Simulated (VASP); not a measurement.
Write the native input for VASP 6.6.1 that does the following.

```
Task                   : single point
Functional             : PBE
Potentials or basis    : VASP PAW PBE potentials, release 64 (Mg, Cd, Te)
Cutoff                 : 520 eV
k mesh                 : 6 × 6 × 2
Occupations            : gaussian, width 0.02 eV
Spin                   : no spin polarisation
Dipole correction      : no
Further INCAR settings : ALGO = Normal; EDIFF = 1e-06; NBANDS = 31
```

The structure of Mg3CdTe4 lies in POSCAR:

```
Mg3CdTe4
1.0
    4.4427099308      0.0000000000      0.0000000000
    0.0000000000      4.4427099308      0.0000000000
    0.0000000000      0.0000000000     12.4531840500
Mg Cd Te
3 1 4
Direct
    0.5000000000      0.5000000000      0.2530449833
    0.0000000000      0.0000000000      0.5000000000
    0.5000000000      0.5000000000      0.7469550167
    0.0000000000      0.0000000000      0.0000000000
    0.5000000000      0.0000000000      0.3764748092
    0.0000000000      0.5000000000      0.6235251908
    0.5000000000      0.0000000000      0.8695403114
    0.0000000000      0.5000000000      0.1304596886
```

This cell differs from its parent crystal: volume scaled by 0.88, then relaxed in part.

One way to write it, as run:

INCAR

```
PREC = Accurate
ENCUT = 520
EDIFF = 1E-6
ISMEAR = 0
SIGMA = 0.02
LREAL = F
LASPH = T
NELM = 60
ALGO = Normal
ISIF = 2
LWAVE = F
LCHARG = F
GGA = PE
NBANDS = 31
```

KPOINTS

```
Automatic mesh
0
Gamma
  6 6 2
```

Potentials or basis: VASP PAW PBE potentials, release 64 (Mg, Cd, Te).

Command:

```console
$ cat potpaw_PBE.64/Mg/POTCAR potpaw_PBE.64/Cd/POTCAR potpaw_PBE.64/Te/POTCAR > POTCAR
$ mpirun -np 1 vasp_std > vasp.out
```

It gave:

```json
{"Pressure": "5.8 GPa", "Largest force": "0.019 eV/Å", "Band gap on the k mesh": "2.27 eV, direct"}
```

Caveat: spin-orbit coupling is left out, which moves the levels of the heavy elements.

Wall time 3.5 min on 1 thread of Intel Xeon 6975P-C, on a shared host, peak memory 0.43 GiB.
